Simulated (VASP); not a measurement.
Here is a VASP 6.6.1 calculation.

File INCAR:

```
PREC     = Accurate       # precision mode
ENCUT    = 520            # plane-wave cutoff, eV
EDIFF    = 1E-6           # SCF threshold, eV
ISMEAR   = 0              # smearing method
SIGMA    = 0.15           # smearing width, eV
LREAL    = F              # projectors in reciprocal space
LASPH    = T              # aspherical terms in the spheres
NELM     = 80             # most SCF steps
ALGO     = Fast           # electronic algorithm
ISIF     = 2              # what is computed and relaxed
LWAVE    = F              # write WAVECAR
LCHARG   = F              # write CHGCAR
GGA      = PS             # functional
NBANDS   = 16             # bands
```

Contents of KPOINTS:

```
Automatic mesh
0
Gamma
  18 18 12
```

POSCAR

```
Ir
1.0
    2.7513778946      0.0000000000      0.0000000000
   -1.3756889473      2.3827631521      0.0000000000
    0.0000000000      0.0000000000      4.3953556500
Ir
2
Direct
    0.6666666667      0.3333333333      0.7500000000
    0.3333333333      0.6666666667      0.2500000000
```

Potentials or basis: VASP PAW PBE potentials, release 64 (Ir).

The run is started by

```sh
$ cat potpaw_PBE.64/Ir/POTCAR > POTCAR
$ mpirun -np 1 vasp_std > vasp.out
```

Problem. Predict the pressure.

Solution. -6.5 GPa.

Problem. Estimate the band gap on the k mesh.

Solution. Zero (band 9 reaches 11.07 eV, above the bottom of band 10 at 7.75 eV).

Stress tensor (GPa, compression positive):
```
-8.30  0.00  0.00
 0.00 -8.30  0.00
 0.00  0.00 -2.79
```

Caveat: the cell differs from its parent crystal (strain +0.000 along x and y, -0.015 along z); the PAW data sets were made with another functional, which shifts forces and pressure a little; spin-orbit coupling is left out, which moves the levels of the heavy elements.
